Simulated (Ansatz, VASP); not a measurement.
Two plane-wave programs on Mo

```xyz
2
Lattice="2.8452 0.0000 0.0000 -1.4226 2.4640 0.0000 0.0000 0.0000 4.4132" Properties=species:S:1:pos:R:3 pbc="T T T"
Mo    0.0000    1.6427    1.1033
Mo    1.4226    0.8213    3.3099
```

Alike in both runs: task relaxation of cell and atoms; functional PBEsol; k mesh 9 × 9 × 4; occupations gaussian, width 0.1 eV; no spin polarisation.

|  | VASP | Ansatz |
| --- | --- | --- |
| version | VASP 6.6.1 | Ansatz 0.2.0 |
| potentials or method | VASP PAW PBE potentials, release 64 (Mo_sv), cutoff 600 eV | scalar-relativistic, plane waves, PAW |
| valence electrons in the cell | 28 | 28 |

VASP gave:

| Quantity | Value |
| --- | --- |
| gap on the k mesh at the Fermi level, each at its own relaxed structure (eV) | none |
| relaxed volume (Å³/atom) | 15.62 |
| relaxed cell length with the largest relative difference (Å) | 4.841 |

Task: What did Ansatz give for the same quantities?

Result: gap on the k mesh at the Fermi level, each at its own relaxed structure (eV): none; relaxed volume (Å³/atom): 15.57; relaxed cell length with the largest relative difference (Å): 4.833.

VASP's potentials were made for PBE, not for PBEsol. A gap of «none» marks a metal or a gap that the smearing closes.
